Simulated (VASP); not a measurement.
# Nb (Fm-3m) in VASP: further runs

The runs below take Nb through single point, with r2SCAN, b88 exchange, pbe correlation.

Program: VASP 6.6.1. These are calculated values, not measurements. Logs are shortened: lines on timing, memory, paths and dates and some standing lists are left out, and cuts for length are marked.

## 1. The cell of the first run

The structure is cubic, space group Fm-3m (No. 225). The conventional cell has a = 4.173 Å, b = 4.173 Å, c = 4.173 Å, α = 90.00°, β = 90.00°, γ = 90.00°. Within 3.9 Å of Nb (site symmetry m-3m) lie 12 Nb at 2.95 Å.

This isn't the form of Nb at room conditions, which is bcc.

## 2. Single point, r2SCAN

File POSCAR:

```
Nb
1.0
    0.0000000000      2.0864154149      2.0864154149
    2.0864154149      0.0000000000      2.0864154149
    2.0864154149      2.0864154149      0.0000000000
Nb
1
Direct
    0.0000000000      0.0000000000      0.0000000000
```

File INCAR.step1:

```
PREC = Accurate ; ENCUT = 520
ISMEAR = -1 ; SIGMA = 0.05
LREAL = False ; LASPH = True
NELM = 80 ; NBANDS = 12
GGA = PE ; ALGO = Normal
EDIFF = 1E-4 ; LWAVE = True
LCHARG = False
```

File INCAR.step2:

```
PREC = Accurate ; ENCUT = 520
EDIFF = 1E-6 ; ISMEAR = -1
SIGMA = 0.05 ; LREAL = False
LASPH = True ; NELM = 80
ALGO = Normal ; ISIF = 2
LWAVE = False ; LCHARG = False
METAGGA = R2SCAN ; LMIXTAU = True
NBANDS = 12 ; ISTART = 1
```

File KPOINTS:

```
Automatic mesh
0
Gamma
  11 11 11
```

Potentials or basis: VASP PAW PBE potentials, release 64 (Nb_sv).

On the command line:

```sh
> cat potpaw_PBE.64/Nb_sv/POTCAR > POTCAR
> cp INCAR.step1 INCAR
> mpirun -np 1 vasp_std > vasp.out
> cp INCAR.step2 INCAR
> mpirun -np 1 vasp_std > vasp.out
```

OUTCAR:

```text
PREC = Accurate
   ENCUT = 520
   EDIFF = 1E-6
   ISMEAR = -1
   LREAL = False
   LASPH = True
   NELM = 80
   ISIF = 2
   METAGGA = R2SCAN
   ISTART = 1

 ion  position               nearest neighbor table
   1  0.000  0.000  0.000-

  LATTYP: Found a face centered cubic cell.
 ALAT       =     4.1728308298

  Lattice vectors:

 A1 = (   0.0000000000,   2.0864154149,   2.0864154149)
 A2 = (   2.0864154149,   0.0000000000,   2.0864154149)
 A3 = (   2.0864154149,   2.0864154149,   0.0000000000)

Analysis of symmetry for initial positions (statically):
=====================================================================
 Subroutine PRICEL returns:
 Original cell was already a primitive cell.

 Routine SETGRP: Setting up the symmetry group for a
 face centered cubic supercell.

 Subroutine GETGRP returns: Found 48 space group operations
 (whereof 48 operations were pure point group operations)
 out of a pool of 48 trial point group operations.

The static configuration has the point symmetry O_h .

Analysis of symmetry for dynamics (positions and initial velocities):
=====================================================================
 Subroutine PRICEL returns:
 Original cell was already a primitive cell.

 Routine SETGRP: Setting up the symmetry group for a
 face centered cubic supercell.

 Subroutine GETGRP returns: Found 48 space group operations
 (whereof 48 operations were pure point group operations)
 out of a pool of 48 trial point group operations.

The dynamic configuration has the point symmetry O_h .

 Subroutine INISYM returns: Found 48 space group operations
 (whereof 48 operations are pure point group operations),
 and found     1 'primitive' translations

----------------------------------------------------------------------------------------

                                     Primitive cell

  volume of cell :      18.1649

  direct lattice vectors                    reciprocal lattice vectors
     0.000000000  2.086415415  2.086415415    -0.239645469  0.239645469  0.239645469
     2.086415415  0.000000000  2.086415415     0.239645469 -0.239645469  0.239645469
     2.086415415  2.086415415  0.000000000     0.239645469  0.239645469 -0.239645469

  length of vectors
     2.950636976  2.950636976  2.950636976     0.415078128  0.415078128  0.415078128

  position of ions in fractional coordinates (direct lattice)
     0.000000000  0.000000000  0.000000000

  ion indices of the primitive-cell ions
   primitive index   ion index
                 1           1

----------------------------------------------------------------------------------------

 KPOINTS: Automatic mesh

Automatic generation of k-mesh.
 Grid dimensions read from file:
 generate k-points for:   11   11   11

 Generating k-lattice:

  Cartesian coordinates                     Fractional coordinates (reciprocal lattice)
    -0.021785952  0.021785952  0.021785952     0.090909091  0.000000000  0.000000000
     0.021785952 -0.021785952  0.021785952     0.000000000  0.090909091  0.000000000
     0.021785952  0.021785952 -0.021785952     0.000000000  0.000000000  0.090909091

  Length of vectors
     0.037734375  0.037734375  0.037734375

  Shift w.r.t. Gamma in fractional coordinates (k-lattice)
     0.000000000  0.000000000  0.000000000

 Subroutine IBZKPT returns following result:
 ===========================================

 Found     56 irreducible k-points:

 Following reciprocal coordinates:
            Coordinates               Weight
  0.000000  0.000000  0.000000      1.000000
  0.090909  0.000000  0.000000      8.000000
  0.181818  0.000000  0.000000      8.000000
  0.272727  0.000000  0.000000      8.000000
  0.363636  0.000000  0.000000      8.000000
  0.454545  0.000000  0.000000      8.000000
[... 16 lines left out ...]
 -0.272727  0.181818  0.000000     24.000000
 -0.181818  0.181818  0.000000     12.000000
 [... further k-points ...]
   k-points           NKPTS =     56   k-points in BZ     NKDIM =     56   number of bands    NBANDS=     12
   number of dos      NEDOS =    301   number of ions     NIONS =      1
   total plane-waves  NPLWV =  13824
   dimension x,y,z NGX =    24 NGY =   24 NGZ =   24
   dimension x,y,z NGXF=    48 NGYF=   48 NGZF=   48
   ions per type =               1
   NGX,Y,Z   is equivalent  to a cutoff of  13.52, 13.52, 13.52 a.u.
   NGXF,Y,Z  is equivalent  to a cutoff of  27.04, 27.04, 27.04 a.u.
 SYSTEM =  unknown system
   PREC   = accura    normal or accurate (medium, high low for compatibility)
   ISTART =      1    job   : 0-new  1-cont  2-samecut
   ICHARG =      0    charge: 1-file 2-atom 10-const
   ISPIN  =      1    spin polarized calculation?
   LNONCOLLINEAR =      F non collinear calculations
   LSORBIT =      F    spin-orbit coupling
   LASPH  =      T    aspherical Exc in radial PAW
   ENCUT  =  520.0 eV  38.22 Ry    6.18 a.u.   5.49  5.49  5.49*2*pi/ulx,y,z
   NELM   =     80;   NELMIN=  2; NELMDL=  0     # of ELM steps
   EDIFF  = 0.1E-05   stopping-criterion for ELM
   LREAL  =      F    real-space projection
   EDIFFG = 0.1E-04   stopping-criterion for IOM
   NSW    =      0    number of steps for IOM
   IBRION =     -1    ionic relax: 0-MD 1-quasi-New 2-CG
   NFREE  =      0    steps in history (QN), initial steepest desc. (CG)
   ISIF   =      2    stress and relaxation
   ISYM   =      2    0-nonsym 1-usesym 2-fastsym
   POTIM  = 0.5000    time-step for ionic-motion
   TEBEG  =    0.0;   TEEND  =   0.0 temperature during run
   PSTRESS=    0.0 pullay stress
   NELECT =      13.0000    total number of electrons
   NUPDOWN=      -1.0000    fix difference up-down
   EMIN   =  10.00;   EMAX   =-10.00  energy-range for DOS
   EFERMI =   0.00;   METHOD = LEGACY
   ISMEAR =    -1;   SIGMA  =   0.05  broadening in eV -4-tet -1-fermi 0-gaus
   EFERMI_NEDOS =   21; number of points for ismear=-14 and -15
   IALGO  =     38    algorithm
   IMIX   =      4    mixing-type and parameters
     AMIX     =   0.40;   BMIX     =  1.00
     AMIX_MAG =   1.60;   BMIX_MAG =  1.00
  volume/ion in A,a.u.               =      18.16       122.58
  Fermi-wavevector in a.u.,A,eV,Ry     =   1.464351  2.767222 29.175294  2.144324
  Thomas-Fermi vector in A             =   2.580337
   LORBIT       =      0    0 simple, 1 ext, 2 COOP (PROOUT), +10 PAW based schemes
   METAGGA = R2SCAN    functional components
   LHFCALC =     F    Hartree Fock is set to
   AEXX    =    0.0000 exact exchange contribution
   IVDW    =     0    specifies the selected vdW correction
   LEPSILON=     F    determine dielectric tensor
   LRPA    =     F    only Hartree local field effects (RPA)
 non-spin polarized calculation
  energy-cutoff  :      520.00
  volume of cell :       18.16
 maximum number of plane-waves:       531
 NGX is ok and might be reduce to    24
   NGX = 11   NGY = 11   NGZ = 11

 number of electron      13.0000000 magnetization

 Free energy of the ion-electron system (eV)
  ---------------------------------------------------
  ext. energy  EPLUGINS =         0.00000000
  ---------------------------------------------------
  free energy    TOTEN  =       -24.50984670 eV

  energy without entropy =      -24.49930795  energy(sigma->0) =      -24.50457732

 E-fermi :  11.4575     XC(G=0): -13.5671

 val. band max:       11.4379792574   @ k =   0.3636   0.0909   0.0000
 cond. band min:      11.4598402675   @ k =   0.3636   0.2727   0.0909
 fundamental gap:      0.0218610100
 Fermi energy:        11.4575341667

 k-point     1 :       0.0000    0.0000    0.0000
  band No.  band energies     occupation
      1     -45.1527      2.00000
      2     -19.7212      2.00000
      3     -19.7212      2.00000
      4     -19.7212      2.00000
      5       4.7502      2.00000
      6      11.5488      0.27758
      7      11.5488      0.27758
      8      11.5488      0.27758
      9      14.4914      0.00000
     10      14.4914      0.00000
     11      23.6960      0.00000
     12      29.0876      0.00000

 k-point     2 :       0.0909    0.0000    0.0000
  band No.  band energies     occupation
      1     -45.1338      2.00000
      2     -19.8407      2.00000
      3     -19.7357      2.00000
      4     -19.7357      2.00000
      5       5.0813      2.00000
      6      11.2852      1.93829
      7      11.6966      0.01664
      8      11.6966      0.01664
      9      14.3588      0.00000
     10      14.3588      0.00000
     11      24.3632      0.00000
     12      27.8186      0.00000

 k-point     3 :       0.1818    0.0000    0.0000
  band No.  band energies     occupation
      1     -45.0830      2.00000
      2     -20.1538      2.00000
      3     -19.7742      2.00000
      4     -19.7742      2.00000
      5       5.9480      2.00000
      6      10.7806      2.00000
      7      11.9656      0.00008
      8      11.9656      0.00008
      9      14.2330      0.00000
     10      14.2330      0.00000
     11      25.3065      0.00000
     12      26.6334      0.00000

 k-point     4 :       0.2727    0.0000    0.0000
  band No.  band energies     occupation
      1     -45.0157      2.00000
      2     -20.5488      2.00000
      3     -19.8242      2.00000
      4     -19.8242      2.00000
      5       6.8867      2.00000
      6      10.6892      2.00000
      7      11.9243      0.00018
      8      11.9243      0.00018
      9      14.6903      0.00000
     10      14.6903      0.00000
     11      24.0308      0.00000
     12      27.5542      0.00000

 k-point     5 :       0.3636    0.0000    0.0000
  band No.  band energies     occupation
      1     -44.9530      2.00000
      2     -20.8985      2.00000
      3     -19.8696      2.00000
      4     -19.8696      2.00000
      5       7.2631      2.00000
      6      11.5489      0.27697
      7      11.6332      0.05785
      8      11.6332      0.05784
      9      15.6385      0.00000
     10      15.6385      0.00000
     11      23.0460      0.00000
     12      26.0441      0.00000
[... 228 lines left out ...]
      1     -44.8810      2.00000
      2     -20.9883      2.00000
      3     -20.1833      2.00000
      4     -19.9804      2.00000
      5       8.1839      2.00000
      6      10.0329      2.00000
      7      11.6099      0.09070
      8      12.3969      0.00000
      9      16.3822      0.00000
     10      18.5240      0.00000
     11      22.1751      0.00000
     12      25.7823      0.00000

 k-point    22 :      -0.3636    0.1818    0.0000
  band No.  band energies     occupation
      1     -44.8934      2.00000
      2     -20.9234      2.00000
      3     -20.2133      2.00000
      4     -19.9325      2.00000
      5       8.3332      2.00000
      6      10.2557      2.00000
      7      11.2553      1.96556
      8      12.3605      0.00000
      9      15.3472      0.00000
     10      18.4837      0.00000
     11      23.1806      0.00000
     12      26.0946      0.00000

 k-point    23 :      -0.2727    0.1818    0.0000
  band No.  band energies     occupation
      1     -44.9354      2.00000
      2     -20.7389      2.00000
      3     -20.1709      2.00000
      4     -19.8690      2.00000
      5       8.3121      2.00000
      6      10.2949      2.00000
      7      10.7993      2.00000
      8      12.5662      0.00000
      9      14.0744      0.00000
     10      17.5650      0.00000
     11      24.7896      0.00000
     12      27.2393      0.00000

 k-point    24 :      -0.1818    0.1818    0.0000
  band No.  band energies     occupation
      1     -44.9931      2.00000
      2     -20.5101      2.00000
      3     -20.0476      2.00000
      4     -19.8100      2.00000
      5       7.5521      2.00000
      6      10.0647      2.00000
      7      11.4734      0.84242
      8      12.9615      0.00000
      9      13.0122      0.00000
     10      16.2241      0.00000
     11      25.6019      0.00000
     12      28.2778      0.00000

 [... further k-points ...]

------------------------ aborting loop because EDIFF is reached ----------------------------------------

  FORCE on cell =-STRESS in cart. coord.  units (eV):
  Direction    XX          YY          ZZ          XY          YZ          ZX
  --------------------------------------------------------------------------------------
  -------------------------------------------------------------------------------------
  Total        0.4787943      0.4787943      0.4787943      0.0000000      0.0000000     -0.0000000
  in kB       42.2305995     42.2305995     42.2305995      0.0000000      0.0000000     -0.0000000
  external PRESSURE =      42.2305995 kB  Pullay stress =       0.0000000 kB

 VOLUME and BASIS-vectors are now :
 -----------------------------------------------------------------------------
  energy-cutoff  :      520.00
  volume of cell :       18.16
      direct lattice vectors                 reciprocal lattice vectors
     0.000000000  2.086415415  2.086415415    -0.239645469  0.239645469  0.239645469
     2.086415415  0.000000000  2.086415415     0.239645469 -0.239645469  0.239645469
     2.086415415  2.086415415  0.000000000     0.239645469  0.239645469 -0.239645469

 POSITION                                       TOTAL-FORCE (eV/Angst)
 -----------------------------------------------------------------------------------
      0.00000      0.00000      0.00000         0.000000     -0.000000      0.000000
 -----------------------------------------------------------------------------------
    total drift:                                0.000000      0.000000      0.000000

  FREE ENERGIE OF THE ION-ELECTRON SYSTEM (eV)
  ---------------------------------------------------
  free  energy   TOTEN  =       -24.5098466989 eV

  energy  without entropy=      -24.4993079488  energy(sigma->0) =      -24.50457732
```

Run time: 66 s. Hardware: 1 thread of Intel Xeon 8259CL, shared host; peak memory 0.15 GiB.

Results:

- Free energy: -24.5098 eV
- Pressure: 4.2 GPa
- Band gap on the k mesh: zero (an odd number of electrons rules out a gap without spin polarisation)

Levels at points of the mesh, in eV from the Fermi level:
| k point | band 2 | band 3 | band 4 | band 5 | band 6 | band 7 | band 8 | band 9 | band 10 | band 11 |
| --- | --- | --- | --- | --- | --- | --- | --- | --- | --- | --- |
| (0.00, 0.00, 0.00) | -31.18 | -31.18 | -31.18 | -6.71 | 0.09 | 0.09 | 0.09 | 3.03 | 3.03 | 12.24 |

Caveat: the cell stands under pressure; the PAW data sets were made with another functional, which shifts forces and pressure a little.

## 3. Single point, r2SCAN

This run uses another cell than the first one, of 19.68 Å³/atom.

File POSCAR:

```
Nb
1.0
    0.0000000000      2.1428321391      2.1428321391
    2.1428321391      0.0000000000      2.1428321391
    2.1428321391      2.1428321391      0.0000000000
Nb
1
Direct
    0.0000000000      0.0000000000      0.0000000000
```

File INCAR.step1:

```
  ALGO = Normal
  EDIFF = 1E-4
  ENCUT = 520
  GGA = PE
  ISMEAR = -1
  LASPH = True
  LCHARG = False
  LREAL = False
  LWAVE = True
  NBANDS = 12
  NELM = 80
  PREC = Accurate
  SIGMA = 0.05
```

File INCAR.step2:

```
  ALGO = Normal
  EDIFF = 1E-6
  ENCUT = 520
  ISIF = 2
  ISMEAR = -1
  ISTART = 1
  LASPH = True
  LCHARG = False
  LMIXTAU = True
  LREAL = False
  LWAVE = False
  METAGGA = R2SCAN
  NBANDS = 12
  NELM = 80
  PREC = Accurate
  SIGMA = 0.05
```

File KPOINTS:

```
k-points
0
Gamma
  11 11 11
```

Potentials or basis: VASP PAW PBE potentials, release 64 (Nb_sv).

On the command line:

```sh
> cat potpaw_PBE.64/Nb_sv/POTCAR > POTCAR
> cp INCAR.step1 INCAR
> mpirun -np 1 vasp_std > vasp.out
> cp INCAR.step2 INCAR
> mpirun -np 1 vasp_std > vasp.out
```

Run time: 76 s. Hardware: 1 thread of Intel Xeon 8259CL, shared host; peak memory 0.15 GiB.

The run converged. Its results:

```yaml
Free_energy: -24.4875 eV
Pressure: -8.2 GPa
Band_gap_on_the_k_mesh: zero (an odd number of electrons rules out a gap without spin polarisation)
```

Levels at points of the mesh, in eV from the Fermi level:
| k point | band 4 | band 5 | band 6 | band 7 | band 8 | band 9 |
| --- | --- | --- | --- | --- | --- | --- |
| (0.00, 0.00, 0.00) | -31.45 | -6.53 | 0.13 | 0.13 | 0.13 | 2.78 |

Caveat: the cell stands under tension; the PAW data sets were made with another functional, which shifts forces and pressure a little.

## 4. Single point, b88 exchange, pbe correlation, collinear spin (17.79 Å³/atom)

This run uses another cell than the first one, of 17.79 Å³/atom.

File INCAR:

```
SYSTEM = Nb
PREC = Accurate ; ENCUT = 500
EDIFF = 1E-6 ; ISMEAR = 0
SIGMA = 0.15 ; LREAL = .FALSE.
LASPH = .TRUE. ; NELM = 200
ALGO = Normal ; ISIF = 2
LWAVE = .FALSE. ; LCHARG = .TRUE.
ISPIN = 2 ; MAGMOM = 0.5
LORBIT = 11 ; LMAXMIX = 4
GGA = LIBXC ; LIBXC1 = GGA_X_B88
LIBXC2 = GGA_C_PBE ; LELF = .TRUE.
LVHAR = .TRUE. ; NBANDS = 16
GGA_COMPAT = .FALSE.
```

File KPOINTS:

```
regular mesh
0
G
  11 11 11
  0 0 0
```

File POSCAR:

```
Nb
1.0
    0.0000000000      2.0718246199      2.0718246199
    2.0718246199      0.0000000000      2.0718246199
    2.0718246199      2.0718246199      0.0000000000
Nb
1
Direct
    0.0000000000      0.0000000000      0.0000000000
```

On the command line:

```sh
> cat potpaw_PBE.64/Nb_sv/POTCAR > POTCAR
> mpirun -np 1 vasp_std > vasp.out
```

It took 26 s on 1 thread of AMD EPYC 9R45 (Zen 5), shared host; peak memory 0.13 GiB.

It converged, with:

| Item | Value |
| --- | --- |
| Free energy | -9.7757 eV |
| Pressure | 8.3 GPa |
| Net moment | 0.00 μB per cell |
| Valence electrons inside the program's atomic spheres | Nb 10.74 |

Levels at points of the mesh, in eV from the Fermi level:
Spin up:
```
           k point  band 4  band 5  band 6  band 7  band 8  band 9
(0.00, 0.00, 0.00)  -30.04   -6.34    0.04    0.04    0.04    2.83
```
Spin down:
```tsv
k point	band 3	band 4	band 5	band 6	band 7	band 8	band 9	band 10
(0.00, 0.00, 0.00)	-30.04	-30.04	-6.34	0.04	0.04	0.04	2.83	2.83
```

Caveat: the cell stands under pressure; the PAW data sets were made with another functional, which shifts forces and pressure a little.

## 5. The runs side by side

```tsv
level	spin	cell	cutoff (eV)	smearing	gap on the mesh (eV)	pressure (GPa)
r2SCAN	off	a = 2.951 Å, angles 60.0°, 1 atom	520	fermi-dirac 0.05 eV	none	4.2
r2SCAN	off	a = 3.030 Å, angles 60.0°, 1 atom	520	fermi-dirac 0.05 eV	none	-8.2
b88 exchange, pbe correlation	collinear	a = 2.930 Å, angles 60.0°, 1 atom	500	gaussian 0.15 eV	none	8.3
```

Alike in all rows: task single point; potentials or basis VASP PAW PBE potentials, release 64 (Nb_sv); k mesh 11 × 11 × 11.

Caveats: the PAW data sets were made with another functional, which shifts forces and pressure a little; the cell stands under pressure (at least some runs); the cell stands under tension (at least some runs).

Absolute energies hang on the potentials; compare differences alone.
